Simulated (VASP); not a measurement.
Cr: relaxation of shape and atoms at fixed volume with r2SCAN

Cr:

```
CELL_PARAMETERS angstrom
2.38468 0.00000 0.00000
-1.19234 2.06519 0.00000
0.00000 0.00000 4.31714
ATOMIC_POSITIONS crystal
Cr 0.33333 0.66667 0.25000
Cr 0.66667 0.33333 0.75000
```

This isn't the form of Cr at room conditions, which is bcc.

```yaml
Program: VASP 6.6.1
Task: relaxation of shape and atoms at fixed volume
Functional: r2SCAN
Potentials_or_basis: VASP PAW PBE potentials, release 64 (Cr_pv)
Cutoff: 600 eV
k_mesh: 18 × 18 × 10
Occupations: gaussian, width 0.1 eV
Spin: no spin polarisation
Dipole_correction: no
Further_INCAR_settings: ALGO = Normal; EDIFF = 1e-06; IBRION = 2; EDIFFG = -0.01; NSW = 50; ISIF = 4
```

```yaml
Energy_gained_by_relaxing: 0.1 meV/atom
Ionic_steps: 3
Pressure_after_relaxing: 29.7 GPa
Band_gap_on_the_k_mesh: zero (bands 12 and 13 overlap by 1.68 eV)
```

Step by step:
```tsv
step	energy change (eV)	largest force (eV/Å)	pressure (GPa)	volume (Å³)
1	0.0000	0.0000	29.83	21.26
2	-0.0002	0.0000	29.67	21.26
3	-0.0002	0.0000	29.74	21.26
```

Final structure:
```xyz
2
Lattice="2.3873 0.0000 0.0000 -1.1937 2.0675 0.0000 0.0000 0.0000 4.3075" Properties=species:S:1:pos:R:3 pbc="T T T"
Cr    0.0000    1.3783    1.0769
Cr    1.1937    0.6892    3.2306
```

Levels at points of the mesh, in eV from the Fermi level:
```tsv
k point	band 10	band 11	band 12	band 13	band 14	band 15
(0.00, 0.00, 0.00)	-0.48	-0.48	-0.48	-0.09	-0.09	1.43
(0.50, 0.00, 0.00)	-1.16	-0.72	-0.48	-0.06	2.85	3.40
(0.00, 0.00, 0.50)	-2.15	-0.44	-0.44	-0.44	-0.44	2.26
(0.50, 0.00, 0.50)	-3.10	1.23	1.23	1.44	1.44	3.47
```

Wall time 11 min on 1 thread of Intel(R) Xeon(R) Platinum 8488C (Sapphire Rapids) (shared host), peak memory 0.2 GiB.

Caveat: the PAW data sets were made with another functional, which shifts forces and pressure a little; the run has no spin polarisation, though such a crystal can be magnetic. Spin polarisation is off, so any magnetic state and its effect on volume and gap are missing.
